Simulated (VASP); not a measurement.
# BaIr3 (Pm-3m) in VASP: single point with PBE

Aim: the single point of BaIr3 with PBE.

Program: VASP 6.6.1. These are calculated values, not measurements. Logs are shortened: lines on timing, memory, paths and dates and some standing lists are left out, and cuts for length are marked.

## 1. The cell of the first run

The structure is cubic, space group Pm-3m (No. 221). Conventional cell: a = 4.238 Å, b = 4.238 Å, c = 4.238 Å, α = 90.00°, β = 90.00°, γ = 90.00°. Ba (site symmetry m-3m) has 12 Ir at 3.00 Å within 3.9 Å. Ir (site symmetry 4/mmm) has 4 Ba at 3.00 Å and 8 Ir at 3.00 Å within 3.9 Å.

## 2. Single point, PBE

Contents of INCAR:

```
SYSTEM = BaIr3
PREC = Accurate
ENCUT = 560
EDIFF = 1E-6
ISMEAR = 0
SIGMA = 0.1
LREAL = .False.
LASPH = .True.
NELM = 120
ALGO = Normal
ISIF = 2
LWAVE = .False.
LCHARG = .False.
GGA = PE
NBANDS = 38
GGA_COMPAT = .False.
```

Contents of KPOINTS:

```
Automatic mesh
0
Gamma
  4 4 4
  0 0 0
```

Contents of POSCAR:

```
BaIr3
1.0
    4.2383974027      0.0000000000      0.0000000000
    0.0000000000      4.2383974027      0.0000000000
    0.0000000000      0.0000000000      4.2383974027
Ba Ir
1 3
Direct
    0.0000000000      0.0000000000      0.0000000000
    0.0000000000      0.5000000000      0.5000000000
    0.5000000000      0.0000000000      0.5000000000
    0.5000000000      0.5000000000      0.0000000000
```

Potentials or basis: VASP PAW PBE potentials, release 64 (Ba_sv, Ir_sv_GW).

On the command line:

```sh
$ cat potpaw_PBE.64/Ba_sv/POTCAR potpaw_PBE.64/Ir_sv_GW/POTCAR > POTCAR
$ mpirun -np 1 vasp_std > vasp.out
```

OUTCAR:

```text
SYSTEM = BaIr3
   PREC = Accurate
   ENCUT = 560
   EDIFF = 1E-6
   ISMEAR = 0
   LREAL = .False.
   LASPH = .True.
   NELM = 120
   ISIF = 2
   GGA = PE

 ion  position               nearest neighbor table
   1  0.000  0.000  0.000-   2 3.00   3 3.00   4 3.00   2 3.00   3 3.00   2 3.00   4 3.00   2 3.00
                             3 3.00   4 3.00   3 3.00   4 3.00
   2  0.000  0.500  0.500-   1 3.00   3 3.00   4 3.00   1 3.00   4 3.00   1 3.00   3 3.00   1 3.00
                             3 3.00   4 3.00   4 3.00   3 3.00
   3  0.500  0.000  0.500-   1 3.00   2 3.00   4 3.00   1 3.00   4 3.00   2 3.00   4 3.00   4 3.00
                             1 3.00   2 3.00   1 3.00   2 3.00
   4  0.500  0.500  0.000-   1 3.00   2 3.00   3 3.00   2 3.00   3 3.00   1 3.00   3 3.00   3 3.00
                             1 3.00   2 3.00   2 3.00   1 3.00

  LATTYP: Found a simple cubic cell.
 ALAT       =     4.2383974027

  Lattice vectors:

 A1 = (   4.2383974027,   0.0000000000,   0.0000000000)
 A2 = (   0.0000000000,   4.2383974027,   0.0000000000)
 A3 = (   0.0000000000,   0.0000000000,   4.2383974027)

Analysis of symmetry for initial positions (statically):
=====================================================================
 Subroutine PRICEL returns:
 Original cell was already a primitive cell.

 Routine SETGRP: Setting up the symmetry group for a
 simple cubic supercell.

 Subroutine GETGRP returns: Found 48 space group operations
 (whereof 48 operations were pure point group operations)
 out of a pool of 48 trial point group operations.

The static configuration has the point symmetry O_h .

Analysis of symmetry for dynamics (positions and initial velocities):
=====================================================================
 Subroutine PRICEL returns:
 Original cell was already a primitive cell.

 Routine SETGRP: Setting up the symmetry group for a
 simple cubic supercell.

 Subroutine GETGRP returns: Found 48 space group operations
 (whereof 48 operations were pure point group operations)
 out of a pool of 48 trial point group operations.

The dynamic configuration has the point symmetry O_h .

 Subroutine INISYM returns: Found 48 space group operations
 (whereof 48 operations are pure point group operations),
 and found     1 'primitive' translations

----------------------------------------------------------------------------------------

                                     Primitive cell

  volume of cell :      76.1386

  direct lattice vectors                    reciprocal lattice vectors
     4.238397403  0.000000000  0.000000000     0.235938234  0.000000000  0.000000000
     0.000000000  4.238397403  0.000000000     0.000000000  0.235938234  0.000000000
     0.000000000  0.000000000  4.238397403     0.000000000  0.000000000  0.235938234

  length of vectors
     4.238397403  4.238397403  4.238397403     0.235938234  0.235938234  0.235938234

  position of ions in fractional coordinates (direct lattice)
     0.000000000  0.000000000  0.000000000
     0.000000000  0.500000000  0.500000000
     0.500000000  0.000000000  0.500000000
     0.500000000  0.500000000  0.000000000

  ion indices of the primitive-cell ions
   primitive index   ion index
                 1           1
                 2           2
                 3           3
                 4           4

----------------------------------------------------------------------------------------

 KPOINTS: Automatic mesh

Automatic generation of k-mesh.
 Grid dimensions read from file:
 generate k-points for:    4    4    4

 Generating k-lattice:

  Cartesian coordinates                     Fractional coordinates (reciprocal lattice)
     0.058984559  0.000000000  0.000000000     0.250000000  0.000000000  0.000000000
     0.000000000  0.058984559  0.000000000     0.000000000  0.250000000  0.000000000
     0.000000000  0.000000000  0.058984559     0.000000000  0.000000000  0.250000000

  Length of vectors
     0.058984559  0.058984559  0.058984559

  Shift w.r.t. Gamma in fractional coordinates (k-lattice)
     0.000000000  0.000000000  0.000000000

 Subroutine IBZKPT returns following result:
 ===========================================

 Found     10 irreducible k-points:

 Following reciprocal coordinates:
            Coordinates               Weight
  0.000000  0.000000  0.000000      1.000000
  0.250000  0.000000  0.000000      6.000000
  0.500000  0.000000  0.000000      3.000000
  0.250000  0.250000  0.000000     12.000000
  0.500000  0.250000  0.000000     12.000000
  0.500000  0.500000  0.000000      3.000000
  0.250000  0.250000  0.250000      8.000000
  0.500000  0.250000  0.250000     12.000000
  0.500000  0.500000  0.250000      6.000000
  0.500000  0.500000  0.500000      1.000000
   k-points           NKPTS =     10   k-points in BZ     NKDIM =     10   number of bands    NBANDS=     38
   number of dos      NEDOS =    301   number of ions     NIONS =      4
   total plane-waves  NPLWV =  46656
   dimension x,y,z NGX =    36 NGY =   36 NGZ =   36
   dimension x,y,z NGXF=    72 NGYF=   72 NGZF=   72
   ions per type =               1   3
   NGX,Y,Z   is equivalent  to a cutoff of  14.12, 14.12, 14.12 a.u.
   NGXF,Y,Z  is equivalent  to a cutoff of  28.24, 28.24, 28.24 a.u.
 SYSTEM =  BaIr3
   PREC   = accura    normal or accurate (medium, high low for compatibility)
   ISTART =      0    job   : 0-new  1-cont  2-samecut
   ICHARG =      2    charge: 1-file 2-atom 10-const
   ISPIN  =      1    spin polarized calculation?
   LNONCOLLINEAR =      F non collinear calculations
   LSORBIT =      F    spin-orbit coupling
   LASPH  =      T    aspherical Exc in radial PAW
   ENCUT  =  560.0 eV  41.16 Ry    6.42 a.u.   8.18  8.18  8.18*2*pi/ulx,y,z
   NELM   =    120;   NELMIN=  2; NELMDL= -5     # of ELM steps
   EDIFF  = 0.1E-05   stopping-criterion for ELM
   LREAL  =      F    real-space projection
   EDIFFG = 0.1E-04   stopping-criterion for IOM
   NSW    =      0    number of steps for IOM
   IBRION =     -1    ionic relax: 0-MD 1-quasi-New 2-CG
   NFREE  =      0    steps in history (QN), initial steepest desc. (CG)
   ISIF   =      2    stress and relaxation
   ISYM   =      2    0-nonsym 1-usesym 2-fastsym
   POTIM  = 0.5000    time-step for ionic-motion
   TEBEG  =    0.0;   TEEND  =   0.0 temperature during run
   PSTRESS=    0.0 pullay stress
   NELECT =      61.0000    total number of electrons
   NUPDOWN=      -1.0000    fix difference up-down
   EMIN   =  10.00;   EMAX   =-10.00  energy-range for DOS
   EFERMI =   0.00;   METHOD = LEGACY
   ISMEAR =     0;   SIGMA  =   0.10  broadening in eV -4-tet -1-fermi 0-gaus
   EFERMI_NEDOS =   21; number of points for ismear=-14 and -15
   IALGO  =     38    algorithm
   IMIX   =      4    mixing-type and parameters
     AMIX     =   0.40;   BMIX     =  1.00
     AMIX_MAG =   1.60;   BMIX_MAG =  1.00
  volume/ion in A,a.u.               =      19.03       128.45
  Fermi-wavevector in a.u.,A,eV,Ry     =   1.520488  2.873306 31.455103  2.311885
  Thomas-Fermi vector in A             =   2.629332
   LORBIT       =      0    0 simple, 1 ext, 2 COOP (PROOUT), +10 PAW based schemes
   GGA     = PE    functional components
   LHFCALC =     F    Hartree Fock is set to
   AEXX    =    0.0000 exact exchange contribution
   IVDW    =     0    specifies the selected vdW correction
   LEPSILON=     F    determine dielectric tensor
   LRPA    =     F    only Hartree local field effects (RPA)
 non-spin polarized calculation
 Gauss-broadening in eV      SIGMA  =   0.10
  energy-cutoff  :      560.00
  volume of cell :       76.14
 maximum number of plane-waves:      2320
 NGX is ok and might be reduce to    36
   NGX = 17   NGY = 17   NGZ = 17

 number of electron      61.0000000 magnetization

 Free energy of the ion-electron system (eV)
  ---------------------------------------------------
  ext. energy  EPLUGINS =         0.00000000
  ---------------------------------------------------
  free energy    TOTEN  =       -26.38613870 eV

  energy without entropy =      -26.35248649  energy(sigma->0) =      -26.36931259

 E-fermi :   7.3860     XC(G=0): -12.5580

 val. band max:        7.3415239079   @ k =   0.2500   0.0000   0.0000
 cond. band min:       7.4181846992   @ k =   0.2500   0.0000   0.0000
 fundamental gap:      0.0766607913
 Fermi energy:         7.3860245282

 k-point     1 :       0.0000    0.0000    0.0000
  band No.  band energies     occupation
      1     -83.9650      2.00000
      2     -83.9508      2.00000
      3     -83.9508      2.00000
      4     -40.9126      2.00000
      5     -40.9126      2.00000
      6     -40.9126      2.00000
[... 30 lines left out ...]
     37      12.4650      0.00000
     38      17.0549      0.00000

 k-point     2 :       0.2500    0.0000    0.0000
  band No.  band energies     occupation
      1     -83.9637      2.00000
      2     -83.9521      2.00000
      3     -83.9503      2.00000
      4     -40.9003      2.00000
      5     -40.9003      2.00000
      6     -40.8898      2.00000
[... 30 lines left out ...]
     37      14.2516      0.00000
     38      14.3559      0.00000

 k-point     3 :       0.5000    0.0000    0.0000
  band No.  band energies     occupation
      1     -83.9608      2.00000
      2     -83.9553      2.00000
      3     -83.9497      2.00000
      4     -40.8858      2.00000
      5     -40.8858      2.00000
      6     -40.8562      2.00000
[... 30 lines left out ...]
     37      13.1607      0.00000
     38      14.4514      0.00000

 k-point     4 :       0.2500    0.2500    0.0000
  band No.  band energies     occupation
      1     -83.9618      2.00000
      2     -83.9530      2.00000
      3     -83.9514      2.00000
      4     -40.9165      2.00000
      5     -40.8876      2.00000
      6     -40.8499      2.00000
[... 30 lines left out ...]
     37      13.8092      0.00000
     38      14.5244      0.00000
[... 129 lines left out ...]
      4     -40.9569      2.00000
      5     -40.8268      2.00000
      6     -40.8166      2.00000
[... 30 lines left out ...]
     37      11.9796      0.00000
     38      14.4871      0.00000

 k-point     9 :       0.5000    0.5000    0.2500
  band No.  band energies     occupation
      1     -83.9555      2.00000
      2     -83.9555      2.00000
      3     -83.9555      2.00000
      4     -40.9784      2.00000
      5     -40.8360      2.00000
      6     -40.8121      2.00000
[... 30 lines left out ...]
     37      12.5060      0.00000
     38      13.0613      0.00000

 k-point    10 :       0.5000    0.5000    0.5000
  band No.  band energies     occupation
      1     -83.9557      2.00000
      2     -83.9557      2.00000
      3     -83.9557      2.00000
      4     -41.0072      2.00000
      5     -40.8356      2.00000
      6     -40.8356      2.00000
[... 30 lines left out ...]
     37      11.7471      0.00000
     38      11.7471      0.00000

------------------------ aborting loop because EDIFF is reached ----------------------------------------

  FORCE on cell =-STRESS in cart. coord.  units (eV):
  Direction    XX          YY          ZZ          XY          YZ          ZX
  --------------------------------------------------------------------------------------
  -------------------------------------------------------------------------------------
  Total        0.4521097      0.4521097      0.4521097      0.0000000      0.0000000     -0.0000000
  in kB        9.5136986      9.5136986      9.5136986      0.0000000      0.0000000     -0.0000000
  external PRESSURE =       9.5136986 kB  Pullay stress =       0.0000000 kB

 VOLUME and BASIS-vectors are now :
 -----------------------------------------------------------------------------
  energy-cutoff  :      560.00
  volume of cell :       76.14
      direct lattice vectors                 reciprocal lattice vectors
     4.238397403  0.000000000  0.000000000     0.235938234  0.000000000  0.000000000
     0.000000000  4.238397403  0.000000000     0.000000000  0.235938234  0.000000000
     0.000000000  0.000000000  4.238397403     0.000000000  0.000000000  0.235938234

 POSITION                                       TOTAL-FORCE (eV/Angst)
 -----------------------------------------------------------------------------------
      0.00000      0.00000      0.00000         0.000000      0.000000      0.000000
      0.00000      2.11920      2.11920         0.000000      0.000000      0.000000
      2.11920      0.00000      2.11920         0.000000      0.000000      0.000000
      2.11920      2.11920      0.00000         0.000000      0.000000      0.000000
 -----------------------------------------------------------------------------------
    total drift:                                0.000000      0.000000      0.000000

  FREE ENERGIE OF THE ION-ELECTRON SYSTEM (eV)
  ---------------------------------------------------
  free  energy   TOTEN  =       -26.3861386983 eV

  energy  without entropy=      -26.3524864895  energy(sigma->0) =      -26.36931259
```

It took 26 s on 1 thread of AMD EPYC 9R45 (Zen 5), shared host; peak memory 0.19 GiB.

What came out:

```
Free energy            : -26.3861 eV
Pressure               : 1.0 GPa
Band gap on the k mesh : zero (an odd number of electrons rules out a gap without spin polarisation)
```

Caveat: the k points lie up to 0.37 Å⁻¹ apart, too coarse for converged energies and pressures of a metal; spin-orbit coupling is left out, which moves the levels of the heavy elements.

The gap in the log of VASP goes by the Fermi energy; the results here count the filled bands.